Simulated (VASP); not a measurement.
Set up this calculation in VASP 6.6.1, as the native input.

```
Task                   : single point
Functional             : PBE
Potentials or basis    : VASP PAW PBE potentials, release 64 (Rb_sv, Br, Ag_sv_GW)
Cutoff                 : 630 eV
k mesh                 : 4 × 4 × 4
Occupations            : fermi-dirac, width 0.05 eV
Spin                   : no spin polarisation
Dipole correction      : no
Further INCAR settings : ALGO = Normal; EDIFF = 1e-06; NBANDS = 29
```

The structure of RbAgBr2 lies in POSCAR:

```
RbAgBr2
1.0
    4.5179929797      0.0000000000      0.0000000000
    0.0000000000      4.5179929797      0.0000000000
    0.0000000000      0.0000000000      6.3563246931
Rb Br Ag
1 2 1
Direct
    0.0000000000      0.0000000000      0.0000000000
    0.0000000000      0.0000000000      0.5000000000
    0.5000000000      0.5000000000      0.0000000000
    0.5000000000      0.5000000000      0.5000000000
```

These files were run (other wordings do the same):

INCAR

```
ALGO = Normal ; EDIFF = 1E-6
ENCUT = 630 ; GGA = PE
GGA_COMPAT = F ; ISIF = 2
ISMEAR = -1 ; LASPH = T
LCHARG = F ; LREAL = F
LWAVE = F ; NBANDS = 29
NELM = 120 ; PREC = Accurate
SIGMA = 0.05
```

KPOINTS

```
k-points
0
Gamma
  4 4 4
```

Potentials or basis: VASP PAW PBE potentials, release 64 (Rb_sv, Br, Ag_sv_GW).

Run with:

```console
$ cat potpaw_PBE.64/Rb_sv/POTCAR potpaw_PBE.64/Br/POTCAR potpaw_PBE.64/Ag_sv_GW/POTCAR > POTCAR
$ mpirun -np 1 vasp_std > vasp.out
```

Results of the run:

The pressure is 0.8 GPa and the band gap on the k mesh is 1.19 eV (least direct gap 1.82 eV).

Run time: 84 s on 1 thread of Intel(R) Xeon(R) Platinum 8488C (Sapphire Rapids) (shared host), peak memory 0.34 GiB.
